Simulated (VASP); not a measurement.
A run of VASP 6.6.1 is set up as follows.

Contents of POSCAR:

```
PbI2
1.0
    4.5113091600      0.0000000000      0.0000000000
   -2.2556545800      3.9069125800      0.0000000000
    0.0000000000      0.0000000000      6.9100777200
Pb I
1 2
Direct
    0.0000000000      0.0000000000      0.0000000000
    0.3333300000      0.6666700000      0.2650000000
    0.6666700000      0.3333300000      0.7350000000
```

INCAR.step1

```
ALGO     = Normal         # electronic algorithm
EDIFF    = 1E-5           # SCF threshold, eV
ENCUT    = 550            # plane-wave cutoff, eV
GGA      = PE             # functional
GGA_COMPAT= F            
ISMEAR   = -1             # smearing method
LASPH    = T              # aspherical terms in the spheres
LCHARG   = F              # write CHGCAR
LREAL    = F              # projectors in reciprocal space
LWAVE    = T              # write WAVECAR
NBANDS   = 21             # bands
NELM     = 120            # most SCF steps
PREC     = Accurate       # precision mode
SIGMA    = 0.1            # smearing width, eV
```

The input INCAR.step2:

```
ALGO     = Normal         # electronic algorithm
EDIFF    = 1E-6           # SCF threshold, eV
ENCUT    = 550            # plane-wave cutoff, eV
GGA_COMPAT= F            
ISIF     = 2              # what is computed and relaxed
ISMEAR   = -1             # smearing method
ISTART   = 1            
LASPH    = T              # aspherical terms in the spheres
LCHARG   = F              # write CHGCAR
LMIXTAU  = T            
LREAL    = F              # projectors in reciprocal space
LWAVE    = F              # write WAVECAR
METAGGA  = R2SCAN         # meta-GGA
NBANDS   = 21             # bands
NELM     = 120            # most SCF steps
PREC     = Accurate       # precision mode
SIGMA    = 0.1            # smearing width, eV
```

Contents of KPOINTS:

```
k-points
0
Gamma
  5 5 3
```

Potentials or basis: VASP PAW PBE potentials, release 64 (Pb_d, I).

The run is started by

```sh
$ cat potpaw_PBE.64/Pb_d/POTCAR potpaw_PBE.64/I/POTCAR > POTCAR
$ cp INCAR.step1 INCAR
$ mpirun -np 1 vasp_std > vasp.out
$ cp INCAR.step2 INCAR
$ mpirun -np 1 vasp_std > vasp.out
```

Q: Predict the pressure.

A: 2.3 GPa.

Q: What does it give for the largest force?

A: 0.286 eV/Å.

Q: What does it give for the band gap on the k mesh?

A: 2.76 eV.

Stress tensor (GPa, compression positive):
```
2.24 0.00 0.00
0.00 2.24 0.00
0.00 0.00 2.38
```

Caveat: the PAW data sets were made with another functional, which shifts forces and pressure a little; spin-orbit coupling is left out, which moves the levels of the heavy elements. r2SCAN opens gaps a little over a GGA but as a rule still falls short of measured ones.
